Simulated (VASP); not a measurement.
Crystal: BaTiH3.

```
Ba Ti H
1.0
     3.51617    0.00000    0.00000
     0.00000    3.51617    0.00000
     0.00000    0.00000    3.51617
Ba Ti H
1 1 3
Direct
  0.50000 0.50000 0.50000
  0.00000 0.00000 0.00000
  0.50000 0.00000 0.00000
  0.00000 0.50000 0.00000
  0.00000 0.00000 0.50000
```

* Program: VASP 6.6.1
* Task: relaxation of cell and atoms
* Functional: PBE
* Potentials or basis: VASP PAW PBE potentials, release 64 (Ba_sv, Ti_sv, H)
* Cutoff: 600 eV
* k mesh: 6 × 6 × 6
* Occupations: gaussian, width 0.1 eV
* Spin: no spin polarisation
* Hubbard terms: Ti d U = 4.0 eV

At the start: pressure 61.7 GPa; volume 8.69 Å³/atom.

Question: Where does the relaxation end?

Answer: Over 4 steps the energy falls by 703.1 meV/atom and the volume is 13.98 Å³/atom (+60.8 %); space group Pm-3m (No. 221, to 0.05 Å).

Step by step:
| step | energy change (eV) | largest force (eV/Å) | pressure (GPa) | volume (Å³) |
| --- | --- | --- | --- | --- |
| 1 | 0.0000 | 0.0000 | 61.70 | 43.47 |
| 2 | -3.5077 | 0.0000 | 1.43 | 68.12 |
| 3 | -3.5142 | 0.0000 | -0.62 | 70.70 |
| 4 | -3.5157 | 0.0000 | 0.00 | 69.89 |

Final structure:
```
Ba Ti H
1.0
     4.11919    0.00000    0.00000
     0.00000    4.11919    0.00000
     0.00000    0.00000    4.11919
Ba Ti H
1 1 3
Direct
  0.50000 0.50000 0.50000
  0.00000 0.00000 0.00000
  0.50000 0.00000 0.00000
  0.00000 0.50000 0.00000
  0.00000 0.00000 0.50000
```

Caveat: the electronic state changed during the relaxation; the volume moved by over 15 % at a fixed basis, so the end points are rough; U without spin polarisation on a metal has little footing; the U is typed as a test and isn't derived for this compound.
